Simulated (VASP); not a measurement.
The system is NaCl.

```
Cl Na
1.0
     0.00000    2.75630    2.75630
     2.75630    0.00000    2.75630
     2.75630    2.75630    0.00000
Cl Na
1 1
Direct
  0.50000 0.50000 0.50000
  0.00000 0.00000 0.00000
```

Base run:

- Program: VASP 6.6.1
- Functional: PBEsol
- Potentials or basis: VASP PAW PBE potentials, release 64 (Cl, Na_pv)
- Cutoff: 520 eV
- k mesh: 8 × 8 × 8
- Occupations: fermi-dirac, width 0.05 eV
- Spin: no spin polarisation

Its results: band gap on the k mesh 5.19 eV, direct; pressure 1.4 GPa.

Question: The run is repeated on the same cell with these changes: functional from PBEsol to PBE; further incar settings from ALGO = Normal; EDIFF = 1e-06; NBANDS = 14 to ALGO = Normal; EDIFF = 1e-07; NBANDS = 14. What comes out?

Answer: Band gap on the k mesh 5.39 eV, direct; pressure 2.9 GPa.

Caveats: the PAW data sets were made with another functional, which shifts forces and pressure a little (some runs).

